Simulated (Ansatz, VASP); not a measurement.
# Pb in VASP and in Ansatz

The input INCAR:

```
  PREC = Accurate
  ENCUT = 600
  EDIFF = 1E-6
  ISMEAR = -1
  SIGMA = 0.1
  LREAL = F
  LASPH = T
  NELM = 100
  ALGO = Normal
  ISIF = 3
  LWAVE = F
  LCHARG = F
  GGA = PE
  IBRION = 2
  NSW = 80
  EDIFFG = -0.01
```

KPOINTS

```
regular mesh
0
Gamma
  10 10 6
```

File POSCAR:

```
Pb
1.0
    3.5005272341      0.0000000000      0.0000000000
   -1.7502636171      3.0315455114      0.0000000000
    0.0000000000      0.0000000000      5.7163609733
Pb
2
Direct
    0.3333333333      0.6666666667      0.2500000000
    0.6666666667      0.3333333333      0.7500000000
```

Input for Ansatz:

```yaml
crystal:
  lattice:
    - [3.5005272341, 0.0, 0.0]
    - [-1.7502636171, 3.0315455114, 0.0]
    - [0.0, 0.0, 5.7163609733]
  atoms:
    - { symbol: Pb, position: [0.3333333333, 0.6666666667, 0.25] }
    - { symbol: Pb, position: [0.6666666667, 0.3333333333, 0.75] }
hamiltonian:
  xc: pbe
  pseudopotentials:
    kind: paw
    azcp:
      Pb: "pseudopotentials/Pb.paw.azcp"
basis:
  ecutwfc: 420
  fft_grid_basis: typed
kpoints:
  mp_grid: { grid: [10, 10, 6], shift: [0, 0, 0] }
magnetization:
  spin_polarized: false
scf:
  occupations: { method: fermi_dirac, width: 0.1 }
relax:
  max_steps: 60
  f_tol: 0.01
  cell: {}
output:
  write_density: true
  write_potential: true
  elf: true
  volumetric_format: npy
```

Alike in both runs: task relaxation of cell and atoms; functional PBE; k mesh 10 × 10 × 6; occupations fermi-dirac, width 0.1 eV; no spin polarisation.

|  | VASP | Ansatz |
| --- | --- | --- |
| version | VASP 6.6.1 | Ansatz 0.2.0 |
| potentials or method | VASP PAW PBE potentials, release 64 (Pb_d), cutoff 600 eV | plane waves (420 eV) with PAW, scalar-relativistic |
| valence electrons in the cell | 28 | 28 |

Ansatz gave:

```
relaxed volume (Å³/atom)                                        : 31.88
relaxed length of the cell vector where the two differ most in proportion (Å) : 5.828
```

Task: Which values does VASP return?

Result: Relaxed volume (Å³/atom): 31.85; relaxed length of the cell vector where the two differ most in proportion (Å): 5.823.

Neither program's run includes spin-orbit coupling.
